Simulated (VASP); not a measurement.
# WC (P-6m2) in VASP: a series of runs

Runs on WC. Level: PBEsol. Tasks: electric field gradients.

All numbers are computed with VASP 6.6.1; they aren't measurements. Logs are shortened: lines on timing, memory, paths and dates and some standing lists are left out, and cuts for length are marked.

**1. The cell of the first run**

Symmetry: P-6m2, No. 187, hexagonal system. The conventional cell has a = 2.841 Å, b = 2.841 Å, c = 2.771 Å, α = 90.00°, β = 90.00°, γ = 120.00°. W (site symmetry -6m2) has 6 C at 2.15 Å and 2 W at 2.77 Å within 2.8 Å. C (site symmetry -6m2) has 6 W at 2.15 Å and 2 C at 2.77 Å within 2.8 Å.

**2. Electric field gradients, PBEsol (volume scaled by 0.94)**

Contents of INCAR:

```
ALGO     = Normal         # electronic algorithm
EDIFF    = 1E-8           # SCF threshold, eV
ENCUT    = 520            # plane-wave cutoff, eV
GGA      = PS             # functional
ISIF     = 2              # what is computed and relaxed
ISMEAR   = -1             # smearing method
LASPH    = True           # aspherical terms in the spheres
LCHARG   = False          # write CHGCAR
LEFG     = True         
LREAL    = False          # projectors in reciprocal space
LWAVE    = False          # write WAVECAR
NBANDS   = 16             # bands
NELM     = 60             # most SCF steps
PREC     = Accurate       # precision mode
SIGMA    = 0.05           # smearing width, eV
```

Contents of KPOINTS:

```
k-points
0
Gamma
  13 13 12
```

Contents of POSCAR:

```
WC
1.0
    2.8412909150      0.0000000000      0.0000000000
   -1.4206454575      2.4606301120      0.0000000000
    0.0000000000      0.0000000000      2.7712491016
W C
1 1
Direct
    0.0000000000      0.0000000000      0.0000000000
    0.6666666667      0.3333333333      0.5000000000
```

Potentials or basis: VASP PAW PBE potentials, release 64 (W_sv, C).

Started as:

```console
cat potpaw_PBE.64/W_sv/POTCAR potpaw_PBE.64/C/POTCAR > POTCAR
mpirun -np 1 vasp_std > vasp.out
```

OUTCAR:

```text
EDIFF = 1E-8
   ENCUT = 520
   GGA = PS
   ISIF = 2
   ISMEAR = -1
   LASPH = True
   LREAL = False
   NELM = 60
   PREC = Accurate

 ion  position               nearest neighbor table
   1  0.000  0.000  0.000-   2 2.15   2 2.15   2 2.15   2 2.15   2 2.15   2 2.15
   2  0.667  0.333  0.500-   1 2.15   1 2.15   1 2.15   1 2.15   1 2.15   1 2.15

  LATTYP: Found a hexagonal cell.
 ALAT       =     2.8412909150
 C/A-ratio  =     0.9753485949

  Lattice vectors:

 A1 = (   2.8412909150,   0.0000000000,   0.0000000000)
 A2 = (  -1.4206454575,   2.4606301120,   0.0000000000)
 A3 = (   0.0000000000,   0.0000000000,   2.7712491016)

Analysis of symmetry for initial positions (statically):
=====================================================================
 Subroutine PRICEL returns:
 Original cell was already a primitive cell.

 Routine SETGRP: Setting up the symmetry group for a
 hexagonal supercell.

 Subroutine GETGRP returns: Found 12 space group operations
 (whereof 12 operations were pure point group operations)
 out of a pool of 24 trial point group operations.

The static configuration has the point symmetry D_3h.

Analysis of symmetry for dynamics (positions and initial velocities):
=====================================================================
 Subroutine PRICEL returns:
 Original cell was already a primitive cell.

 Routine SETGRP: Setting up the symmetry group for a
 hexagonal supercell.

 Subroutine GETGRP returns: Found 12 space group operations
 (whereof 12 operations were pure point group operations)
 out of a pool of 24 trial point group operations.

The dynamic configuration has the point symmetry D_3h.

 Subroutine INISYM returns: Found 12 space group operations
 (whereof 12 operations are pure point group operations),
 and found     1 'primitive' translations

----------------------------------------------------------------------------------------

                                     Primitive cell

  volume of cell :      19.3748

  direct lattice vectors                    reciprocal lattice vectors
     2.841290915  0.000000000  0.000000000     0.351952697  0.203199984  0.000000000
    -1.420645458  2.460630112  0.000000000     0.000000000  0.406399968  0.000000000
     0.000000000  0.000000000  2.771249102     0.000000000  0.000000000  0.360848110

  length of vectors
     2.841290915  2.841290915  2.771249102     0.406399969  0.406399968  0.360848110

  position of ions in fractional coordinates (direct lattice)
     0.000000000  0.000000000  0.000000000
     0.666666667  0.333333333  0.500000000

  ion indices of the primitive-cell ions
   primitive index   ion index
                 1           1
                 2           2

----------------------------------------------------------------------------------------

 KPOINTS: k-points

Automatic generation of k-mesh.
 Grid dimensions read from file:
 generate k-points for:   13   13   12

 Generating k-lattice:

  Cartesian coordinates                     Fractional coordinates (reciprocal lattice)
     0.027073284  0.015630768  0.000000000     0.076923077 -0.000000000  0.000000000
     0.000000000  0.031261536  0.000000000     0.000000000  0.076923077  0.000000000
     0.000000000  0.000000000  0.030070676     0.000000000  0.000000000  0.083333333

  Length of vectors
     0.031261536  0.031261536  0.030070676

  Shift w.r.t. Gamma in fractional coordinates (k-lattice)
     0.000000000  0.000000000  0.000000000

 Subroutine IBZKPT returns following result:
 ===========================================

 Found    147 irreducible k-points:

 Following reciprocal coordinates:
            Coordinates               Weight
  0.000000  0.000000  0.000000      1.000000
  0.076923  0.000000  0.000000      6.000000
  0.153846 -0.000000  0.000000      6.000000
  0.230769  0.000000  0.000000      6.000000
  0.307692 -0.000000  0.000000      6.000000
  0.384615 -0.000000  0.000000      6.000000
[... 16 lines left out ...]
  0.076923  0.000000  0.083333     12.000000
  0.153846 -0.000000  0.083333     12.000000
 [... further k-points ...]
   k-points           NKPTS =    147   k-points in BZ     NKDIM =    147   number of bands    NBANDS=     16
   number of dos      NEDOS =    301   number of ions     NIONS =      2
   total plane-waves  NPLWV =  13824
   dimension x,y,z NGX =    24 NGY =   24 NGZ =   24
   dimension x,y,z NGXF=    48 NGYF=   48 NGZF=   48
   ions per type =               1   1
   NGX,Y,Z   is equivalent  to a cutoff of  14.04, 14.04, 14.40 a.u.
   NGXF,Y,Z  is equivalent  to a cutoff of  28.09, 28.09, 28.79 a.u.
 SYSTEM =  unknown system
   PREC   = accura    normal or accurate (medium, high low for compatibility)
   ISTART =      0    job   : 0-new  1-cont  2-samecut
   ICHARG =      2    charge: 1-file 2-atom 10-const
   ISPIN  =      1    spin polarized calculation?
   LNONCOLLINEAR =      F non collinear calculations
   LSORBIT =      F    spin-orbit coupling
   LASPH  =      T    aspherical Exc in radial PAW
   ENCUT  =  520.0 eV  38.22 Ry    6.18 a.u.   5.28  5.28  5.15*2*pi/ulx,y,z
   NELM   =     60;   NELMIN=  2; NELMDL= -5     # of ELM steps
   EDIFF  = 0.1E-07   stopping-criterion for ELM
   LREAL  =      F    real-space projection
   EDIFFG = 0.1E-06   stopping-criterion for IOM
   NSW    =      0    number of steps for IOM
   IBRION =     -1    ionic relax: 0-MD 1-quasi-New 2-CG
   NFREE  =      0    steps in history (QN), initial steepest desc. (CG)
   ISIF   =      2    stress and relaxation
   ISYM   =      2    0-nonsym 1-usesym 2-fastsym
   POTIM  = 0.5000    time-step for ionic-motion
   TEBEG  =    0.0;   TEEND  =   0.0 temperature during run
   PSTRESS=    0.0 pullay stress
   NELECT =      18.0000    total number of electrons
   NUPDOWN=      -1.0000    fix difference up-down
   EMIN   =  10.00;   EMAX   =-10.00  energy-range for DOS
   EFERMI =   0.00;   METHOD = LEGACY
   ISMEAR =    -1;   SIGMA  =   0.05  broadening in eV -4-tet -1-fermi 0-gaus
   EFERMI_NEDOS =   21; number of points for ismear=-14 and -15
   IALGO  =     38    algorithm
   IMIX   =      4    mixing-type and parameters
     AMIX     =   0.40;   BMIX     =  1.00
     AMIX_MAG =   1.60;   BMIX_MAG =  1.00
  volume/ion in A,a.u.               =       9.69        65.37
  Fermi-wavevector in a.u.,A,eV,Ry     =   1.597423  3.018691 34.718784  2.551759
  Thomas-Fermi vector in A             =   2.695031
   LORBIT       =      0    0 simple, 1 ext, 2 COOP (PROOUT), +10 PAW based schemes
   GGA     = PS    functional components
   LHFCALC =     F    Hartree Fock is set to
   AEXX    =    0.0000 exact exchange contribution
   IVDW    =     0    specifies the selected vdW correction
   LEPSILON=     F    determine dielectric tensor
   LRPA    =     F    only Hartree local field effects (RPA)
 non-spin polarized calculation
  energy-cutoff  :      520.00
  volume of cell :       19.37
 maximum number of plane-waves:       533
 NGX is ok and might be reduce to    24
   NGX = 11   NGY = 11   NGZ = 11

 number of electron      18.0000000 magnetization

 Free energy of the ion-electron system (eV)
  ---------------------------------------------------
  ext. energy  EPLUGINS =         0.00000000
  ---------------------------------------------------
  free energy    TOTEN  =       -23.79101939 eV

  energy without entropy =      -23.78895782  energy(sigma->0) =      -23.78998860

 E-fermi :  11.9655     XC(G=0): -14.3110

 val. band max:       11.9155938499   @ k =   0.0769   0.0769   0.5000
 cond. band min:      12.0199792747   @ k =   0.0769   0.0769   0.3333
 fundamental gap:      0.1043854248
 Fermi energy:        11.9655269473

 k-point     1 :       0.0000    0.0000    0.0000
  band No.  band energies     occupation
      1     -61.8478      2.00000
      2     -25.8313      2.00000
      3     -25.7043      2.00000
      4     -25.7043      2.00000
      5      -3.0212      2.00000
      6       7.1998      2.00000
[... 8 lines left out ...]
     15      26.9924      0.00000
     16      29.2835      0.00000

 k-point     2 :       0.0769    0.0000    0.0000
  band No.  band energies     occupation
      1     -61.8432      2.00000
      2     -25.8230      2.00000
      3     -25.7683      2.00000
      4     -25.7185      2.00000
      5      -2.8493      2.00000
      6       7.2527      2.00000
[... 8 lines left out ...]
     15      26.5923      0.00000
     16      29.6388      0.00000
[... 387 lines left out ...]
      5      -2.6643      2.00000
      6       7.2202      2.00000
[... 8 lines left out ...]
     15      26.7480      0.00000
     16      29.6085      0.00000

 k-point    24 :       0.1538   -0.0000    0.0833
  band No.  band energies     occupation
      1     -61.8267      2.00000
      2     -25.9374      2.00000
      3     -25.8652      2.00000
      4     -25.7517      2.00000
      5      -2.1895      2.00000
      6       7.0469      2.00000
[... 8 lines left out ...]
     15      26.0261      0.00000
     16      30.4885      0.00000

 [... further k-points ...]
[... 5 lines left out ...]
  --------------------------------------------------------------------------------------
  -------------------------------------------------------------------------------------
  Total        3.4005480      3.4005480      3.9150088      0.0000000     -0.0000000      0.0000000
  in kB      281.2042521    281.2042521    323.7469744      0.0000000     -0.0000000      0.0000000
  external PRESSURE =     295.3851595 kB  Pullay stress =       0.0000000 kB

 VOLUME and BASIS-vectors are now :
 -----------------------------------------------------------------------------
  energy-cutoff  :      520.00
  volume of cell :       19.37
      direct lattice vectors                 reciprocal lattice vectors
     2.841290915  0.000000000  0.000000000     0.351952697  0.203199984  0.000000000
    -1.420645458  2.460630112  0.000000000     0.000000000  0.406399968  0.000000000
     0.000000000  0.000000000  2.771249102     0.000000000  0.000000000  0.360848110

 POSITION                                       TOTAL-FORCE (eV/Angst)
 -----------------------------------------------------------------------------------
      0.00000      0.00000      0.00000        -0.000000      0.000000      0.000000
      1.42065      0.82021      1.38562         0.000000      0.000000      0.000000
 -----------------------------------------------------------------------------------
    total drift:                               -0.000000      0.000000      0.000000

  FREE ENERGIE OF THE ION-ELECTRON SYSTEM (eV)
  ---------------------------------------------------
  free  energy   TOTEN  =       -23.7910193855 eV

  energy  without entropy=      -23.7889578177  energy(sigma->0) =      -23.78998860

 Electric field gradients (V/A^2)
---------------------------------------------------------------------
 ion       V_xx      V_yy      V_zz      V_xy      V_xz      V_yz
---------------------------------------------------------------------
   1      86.926    86.925  -173.851    -0.000     0.000    -0.000
   2      -0.282    -0.282     0.564     0.000     0.000    -0.000
---------------------------------------------------------------------

 Electric field gradients after diagonalization (V/A^2)
 (convention: |V_zz| > |V_xx| > |V_yy|)
----------------------------------------------------------------------
 ion       V_xx      V_yy      V_zz     asymmetry (V_yy - V_xx)/ V_zz
----------------------------------------------------------------------
   1      86.926    86.925  -173.851       0.000
   2      -0.282    -0.282     0.564       0.001
----------------------------------------------------------------------

           NMR quadrupolar parameters

 Cq : quadrupolar parameter    Cq=e*Q*V_zz/h
 eta: asymmetry parameters     (V_yy - V_xx)/ V_zz
 Q  : nuclear electric quadrupole moment in mb (millibarn)
----------------------------------------------------------------------
 ion       Cq(MHz)       eta       Q (mb)
----------------------------------------------------------------------
   1      -0.420       0.000       1.000
   2       0.001       0.001       1.000
----------------------------------------------------------------------
```

Run time: 17 s. Hardware: 1 thread of Intel Xeon 6975P-C (Granite Rapids), shared host; peak memory 0.16 GiB.

What came out:

```
Free energy            : -23.7910 eV
Pressure               : 29.5 GPa
Band gap on the k mesh : zero (band 9 reaches 12.62 eV, above the bottom of band 10 at 11.26 eV)
```

Electric field gradients, principal values (V/Å²):
| atom | least | middle | greatest (by size) |
| --- | --- | --- | --- |
| 1 W | 86.925 | 86.926 | -173.851 |
| 2 C | -0.282 | -0.282 | 0.564 |

Caveat: without QUAD_EFG the Cq values of the log hold for a quadrupole moment of 1 mb, not for the nuclei; the PAW data sets were made with another functional, which shifts forces and pressure a little; spin-orbit coupling is left out, which moves the levels of the heavy elements.

(Continued in part 2 of 3.)
